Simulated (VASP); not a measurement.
# C (P6_3/mmc) in VASP: single point with PBE+D3(BJ)

Aim: the single point of C with PBE+D3(BJ).

Everything below comes from runs of VASP 6.6.1. Logs are shortened: lines on timing, memory, paths and dates and some standing lists are left out, and cuts for length are marked.

### Step 1. The cell of the first run

Symmetry: P6_3/mmc, No. 194, hexagonal system. Conventional cell: a = 2.465 Å, b = 2.465 Å, c = 6.738 Å, α = 90.00°, β = 90.00°, γ = 120.00°. C (site symmetry -6m2) has 3 C at 1.42 Å within 1.9 Å. Within 1.9 Å of C (site symmetry -6m2) lie 3 C at 1.42 Å.

### Step 2. Single point, PBE+D3(BJ)

File INCAR:

```
  PREC = Accurate
  ENCUT = 600
  EDIFF = 1E-6
  ISMEAR = 0
  SIGMA = 0.1
  LREAL = False
  LASPH = True
  NELM = 120
  ALGO = Normal
  ISIF = 2
  LWAVE = False
  LCHARG = False
  GGA = PE
  IVDW = 12
  NBANDS = 16
  GGA_COMPAT = False
```

File KPOINTS:

```
Automatic mesh
0
Gamma
  21 21 6
```

File POSCAR:

```
C
1.0
    2.4649559015      0.0000000000      0.0000000000
   -1.2324779508      2.1347144299      0.0000000000
    0.0000000000      0.0000000000      6.7376679662
C
4
Direct
    0.0000000000      0.0000000000      0.7500000000
    0.0000000000      0.0000000000      0.2500000000
    0.3333333333      0.6666666667      0.7500000000
    0.6666666667      0.3333333333      0.2500000000
```

Potentials or basis: VASP PAW PBE potentials, release 64 (C).

Command:

```sh
cat potpaw_PBE.64/C/POTCAR > POTCAR
mpirun -np 1 vasp_std > vasp.out
```

OUTCAR:

```text
PREC = Accurate
   ENCUT = 600
   EDIFF = 1E-6
   ISMEAR = 0
   LREAL = False
   LASPH = True
   NELM = 120
   ISIF = 2
   GGA = PE
   IVDW = 12
 IVDW          = 12

 ion  position               nearest neighbor table
   1  0.000  0.000  0.750-   3 1.42   3 1.42   3 1.42
   2  0.000  0.000  0.250-   4 1.42   4 1.42   4 1.42
   3  0.333  0.667  0.750-   1 1.42   1 1.42   1 1.42
   4  0.667  0.333  0.250-   2 1.42   2 1.42   2 1.42

  LATTYP: Found a hexagonal cell.
 ALAT       =     2.4649559015
 C/A-ratio  =     2.7333827604

  Lattice vectors:

 A1 = (   2.4649559015,   0.0000000000,   0.0000000000)
 A2 = (  -1.2324779508,   2.1347144299,   0.0000000000)
 A3 = (   0.0000000000,   0.0000000000,   6.7376679662)

Analysis of symmetry for initial positions (statically):
=====================================================================
 Subroutine PRICEL returns:
 Original cell was already a primitive cell.

 Routine SETGRP: Setting up the symmetry group for a
 hexagonal supercell.

 Subroutine GETGRP returns: Found 24 space group operations
 (whereof 12 operations were pure point group operations)
 out of a pool of 24 trial point group operations.

The static configuration has the point symmetry D_3d.
 The point group associated with its full space group is D_6h.

Analysis of symmetry for dynamics (positions and initial velocities):
=====================================================================
 Subroutine PRICEL returns:
 Original cell was already a primitive cell.

 Routine SETGRP: Setting up the symmetry group for a
 hexagonal supercell.

 Subroutine GETGRP returns: Found 24 space group operations
 (whereof 12 operations were pure point group operations)
 out of a pool of 24 trial point group operations.

The dynamic configuration has the point symmetry D_3d.
 The point group associated with its full space group is D_6h.

 Subroutine INISYM returns: Found 24 space group operations
 (whereof 12 operations are pure point group operations),
 and found     1 'primitive' translations

----------------------------------------------------------------------------------------

                                     Primitive cell

  volume of cell :      35.4535

  direct lattice vectors                    reciprocal lattice vectors
     2.464955902  0.000000000  0.000000000     0.405686771  0.234223366  0.000000000
    -1.232477951  2.134714430  0.000000000     0.000000000  0.468446733  0.000000000
     0.000000000  0.000000000  6.737667966     0.000000000  0.000000000  0.148419305

  length of vectors
     2.464955902  2.464955902  6.737667966     0.468446733  0.468446733  0.148419305

  position of ions in fractional coordinates (direct lattice)
     0.000000000  0.000000000  0.750000000
     0.000000000  0.000000000  0.250000000
     0.333333333  0.666666667  0.750000000
     0.666666667  0.333333333  0.250000000

  ion indices of the primitive-cell ions
   primitive index   ion index
                 1           1
                 2           2
                 3           3
                 4           4

----------------------------------------------------------------------------------------

 KPOINTS: Automatic mesh

Automatic generation of k-mesh.
 Grid dimensions read from file:
 generate k-points for:   21   21    6

 Generating k-lattice:

  Cartesian coordinates                     Fractional coordinates (reciprocal lattice)
     0.019318418  0.011153494  0.000000000     0.047619048  0.000000000  0.000000000
     0.000000000  0.022306987  0.000000000     0.000000000  0.047619048  0.000000000
     0.000000000  0.000000000  0.024736551     0.000000000  0.000000000  0.166666667

  Length of vectors
     0.022306987  0.022306987  0.024736551

  Shift w.r.t. Gamma in fractional coordinates (k-lattice)
     0.000000000  0.000000000  0.000000000

 Subroutine IBZKPT returns following result:
 ===========================================

 Found    192 irreducible k-points:

 Following reciprocal coordinates:
            Coordinates               Weight
  0.000000  0.000000  0.000000      1.000000
  0.047619  0.000000  0.000000      6.000000
  0.095238  0.000000  0.000000      6.000000
  0.142857  0.000000  0.000000      6.000000
  0.190476  0.000000  0.000000      6.000000
  0.238095  0.000000  0.000000      6.000000
[... 16 lines left out ...]
  0.142857  0.095238  0.000000     12.000000
  0.190476  0.095238  0.000000     12.000000
 [... further k-points ...]
   k-points           NKPTS =    192   k-points in BZ     NKDIM =    192   number of bands    NBANDS=     16
   number of dos      NEDOS =    301   number of ions     NIONS =      4
   total plane-waves  NPLWV =  21600
   dimension x,y,z NGX =    20 NGY =   20 NGZ =   54
   dimension x,y,z NGXF=    40 NGYF=   40 NGZF=  108
   ions per type =               4
   NGX,Y,Z   is equivalent  to a cutoff of  13.49, 13.49, 13.32 a.u.
   NGXF,Y,Z  is equivalent  to a cutoff of  26.98, 26.98, 26.65 a.u.
 SYSTEM =  unknown system
   PREC   = accura    normal or accurate (medium, high low for compatibility)
   ISTART =      0    job   : 0-new  1-cont  2-samecut
   ICHARG =      2    charge: 1-file 2-atom 10-const
   ISPIN  =      1    spin polarized calculation?
   LNONCOLLINEAR =      F non collinear calculations
   LSORBIT =      F    spin-orbit coupling
   LASPH  =      T    aspherical Exc in radial PAW
   ENCUT  =  600.0 eV  44.10 Ry    6.64 a.u.   4.92  4.92 13.46*2*pi/ulx,y,z
   NELM   =    120;   NELMIN=  2; NELMDL= -5     # of ELM steps
   EDIFF  = 0.1E-05   stopping-criterion for ELM
   LREAL  =      F    real-space projection
   EDIFFG = 0.1E-04   stopping-criterion for IOM
   NSW    =      0    number of steps for IOM
   IBRION =     -1    ionic relax: 0-MD 1-quasi-New 2-CG
   NFREE  =      0    steps in history (QN), initial steepest desc. (CG)
   ISIF   =      2    stress and relaxation
   ISYM   =      2    0-nonsym 1-usesym 2-fastsym
   POTIM  = 0.5000    time-step for ionic-motion
   TEBEG  =    0.0;   TEEND  =   0.0 temperature during run
   PSTRESS=    0.0 pullay stress
   NELECT =      16.0000    total number of electrons
   NUPDOWN=      -1.0000    fix difference up-down
   EMIN   =  10.00;   EMAX   =-10.00  energy-range for DOS
   EFERMI =   0.00;   METHOD = LEGACY
   ISMEAR =     0;   SIGMA  =   0.10  broadening in eV -4-tet -1-fermi 0-gaus
   EFERMI_NEDOS =   21; number of points for ismear=-14 and -15
   IALGO  =     38    algorithm
   IMIX   =      4    mixing-type and parameters
     AMIX     =   0.40;   BMIX     =  1.00
     AMIX_MAG =   1.60;   BMIX_MAG =  1.00
  volume/ion in A,a.u.               =       8.86        59.81
  Fermi-wavevector in a.u.,A,eV,Ry     =   1.255727  2.372980 21.454358  1.576851
  Thomas-Fermi vector in A             =   2.389470
   LORBIT       =      0    0 simple, 1 ext, 2 COOP (PROOUT), +10 PAW based schemes
   GGA     = PE    functional components
   LHFCALC =     F    Hartree Fock is set to
   AEXX    =    0.0000 exact exchange contribution
   IVDW    =    12    specifies the selected vdW correction
   LEPSILON=     F    determine dielectric tensor
   LRPA    =     F    only Hartree local field effects (RPA)
 non-spin polarized calculation
 Gauss-broadening in eV      SIGMA  =   0.10
  energy-cutoff  :      600.00
  volume of cell :       35.45
 maximum number of plane-waves:      1215
 NGX is ok and might be reduce to    20
   NGX =  9   NGY =  9   NGZ = 27

 number of electron      16.0000001 magnetization

 Free energy of the ion-electron system (eV)
  ---------------------------------------------------
  ext. energy  EPLUGINS =         0.00000000
  ---------------------------------------------------
  free energy    TOTEN  =       -36.85713396 eV

  energy without entropy =      -36.85654341  energy(sigma->0) =      -36.85683868

 E-fermi :   4.6367     XC(G=0): -10.2950

 val. band max:        4.6338448101   @ k =   0.3333   0.3333   0.5000
 cond. band min:       4.6450633036   @ k =   0.3333   0.3333   0.3333
 fundamental gap:      0.0112184936
 Fermi energy:         4.6366519080

 k-point     1 :       0.0000    0.0000    0.0000
  band No.  band energies     occupation
      1     -15.0070      2.00000
      2     -14.7166      2.00000
      3      -3.8553      2.00000
      4      -1.9294      2.00000
      5       1.6227      2.00000
      6       1.6227      2.00000
[... 8 lines left out ...]
     15      16.0019      0.00000
     16      16.2066      0.00000

 k-point     2 :       0.0476    0.0000    0.0000
  band No.  band energies     occupation
      1     -14.9530      2.00000
      2     -14.6634      2.00000
      3      -3.7895      2.00000
      4      -1.8679      2.00000
      5       1.3996      2.00000
      6       1.4227      2.00000
[... 8 lines left out ...]
     15      15.8079      0.00000
     16      16.0242      0.00000

 k-point     3 :       0.0952    0.0000    0.0000
  band No.  band energies     occupation
      1     -14.7907      2.00000
      2     -14.5040      2.00000
      3      -3.5927      2.00000
      4      -1.6838      2.00000
      5       0.7749      2.00000
      6       0.8110      2.00000
[... 8 lines left out ...]
     15      15.3272      0.00000
     16      15.5070      0.00000

 k-point     4 :       0.1429    0.0000    0.0000
  band No.  band energies     occupation
      1     -14.5211      2.00000
      2     -14.2390      2.00000
      3      -3.2662      2.00000
      4      -1.3793      2.00000
      5      -0.1503      2.00000
      6      -0.0975      2.00000
[... 8 lines left out ...]
     15      14.9343      0.00000
     16      15.5676      0.00000

 k-point     5 :       0.1905    0.0000    0.0000
  band No.  band energies     occupation
      1     -14.1449      2.00000
      2     -13.8695      2.00000
      3      -2.8127      2.00000
      4      -1.2689      2.00000
      5      -1.1973      2.00000
      6      -0.9585      2.00000
[... 8 lines left out ...]
     15      16.1790      0.00000
     16      16.2255      0.00000

 k-point     6 :       0.2381    0.0000    0.0000
  band No.  band energies     occupation
      1     -13.6638      2.00000
      2     -13.3968      2.00000
      3      -2.4939      2.00000
      4      -2.4033      2.00000
      5      -2.2362      2.00000
      6      -0.4278      2.00000
[... 8 lines left out ...]
     15      17.6626      0.00000
     16      17.7066      0.00000
[... 267 lines left out ...]
 k-point    21 :       0.4762    0.0476    0.0000
  band No.  band energies     occupation
      1      -9.6403      2.00000
      2      -9.5324      2.00000
      3      -8.5752      2.00000
      4      -8.4943      2.00000
      5      -1.9579      2.00000
      6      -1.8999      2.00000
[... 8 lines left out ...]
     15      18.7084      0.00000
     16      19.5737      0.00000

 k-point    22 :       0.0952    0.0952    0.0000
  band No.  band energies     occupation
      1     -14.3596      2.00000
      2     -14.0805      2.00000
      3      -3.0712      2.00000
      4      -1.1979      2.00000
      5      -0.4861      2.00000
      6      -0.4518      2.00000
[... 8 lines left out ...]
     15      14.9060      0.00000
     16      15.6833      0.00000

 k-point    23 :       0.1429    0.0952    0.0000
  band No.  band energies     occupation
      1     -13.9844      2.00000
      2     -13.7117      2.00000
      3      -2.6192      2.00000
      4      -1.4349      2.00000
      5      -1.3832      2.00000
      6      -0.7793      2.00000
[... 8 lines left out ...]
     15      15.6672      0.00000
     16      15.9853      0.00000

 k-point    24 :       0.1905    0.0952    0.0000
  band No.  band energies     occupation
      1     -13.5044      2.00000
      2     -13.2401      2.00000
      3      -2.5434      2.00000
      4      -2.4661      2.00000
      5      -2.0447      2.00000
      6      -0.8733      2.00000
[... 8 lines left out ...]
     15      16.5363      0.00000
     16      16.7513      0.00000

 [... further k-points ...]

------------------------ aborting loop because EDIFF is reached ----------------------------------------

 Edisp (eV)   -0.62229

 E8    (eV) :    -0.1762

  FORCE on cell =-STRESS in cart. coord.  units (eV):
  Direction    XX          YY          ZZ          XY          YZ          ZX
  --------------------------------------------------------------------------------------
  -------------------------------------------------------------------------------------
  Total       0.04007     0.04007    -0.07295    -0.00000    -0.00000     0.00000
  in kB       1.81060     1.81060    -3.29665    -0.00000    -0.00000     0.00000
  external pressure =        0.11 kB  Pullay stress =        0.00 kB

 VOLUME and BASIS-vectors are now :
 -----------------------------------------------------------------------------
  energy-cutoff  :      600.00
  volume of cell :       35.45
      direct lattice vectors                 reciprocal lattice vectors
     2.464955902  0.000000000  0.000000000     0.405686771  0.234223366  0.000000000
    -1.232477951  2.134714430  0.000000000     0.000000000  0.468446733  0.000000000
     0.000000000  0.000000000  6.737667966     0.000000000  0.000000000  0.148419305

 POSITION                                       TOTAL-FORCE (eV/Angst)
 -----------------------------------------------------------------------------------
      0.00000      0.00000      5.05325        -0.000000     -0.000000      0.000000
      0.00000      0.00000      1.68442         0.000000      0.000000      0.000000
     -0.00000      1.42314      5.05325         0.000000     -0.000000      0.000000
      1.23248      0.71157      1.68442        -0.000000      0.000000     -0.000000
 -----------------------------------------------------------------------------------
    total drift:                                0.000000     -0.000000     -0.000000

  FREE ENERGIE OF THE ION-ELECTRON SYSTEM (eV)
  ---------------------------------------------------
  free  energy   TOTEN  =       -37.4794280094 eV

  energy  without entropy=      -37.4788374594  energy(sigma->0) =      -37.47913273
```

Wall time 1.9 min (1 thread of Intel Xeon Platinum 8259CL at 2.50GHz (Skylake/Cascade Lake), shared host); peak memory 0.23 GiB.

What came out:

| Property | Result |
| --- | --- |
| Free energy | -37.4794 eV |
| Pressure | 0.0 GPa |
| Band gap on the k mesh | zero (bands 8 and 9 overlap by 0.02 eV) |
| Dispersion energy per atom | -0.156 eV |

Levels at points of the mesh, in eV from the Fermi level:
```csv
k point,band 4,band 5,band 6,band 7,band 8,band 9,band 10,band 11,band 12,band 13
"(0.00, 0.00, 0.00)",-6.57,-3.01,-3.01,-3.00,-3.00,4.26,8.33,8.33,8.38,8.38
"(0.00, 0.00, 0.50)",-7.62,-3.01,-3.01,-3.01,-3.01,6.86,6.86,8.35,8.35,8.35
```
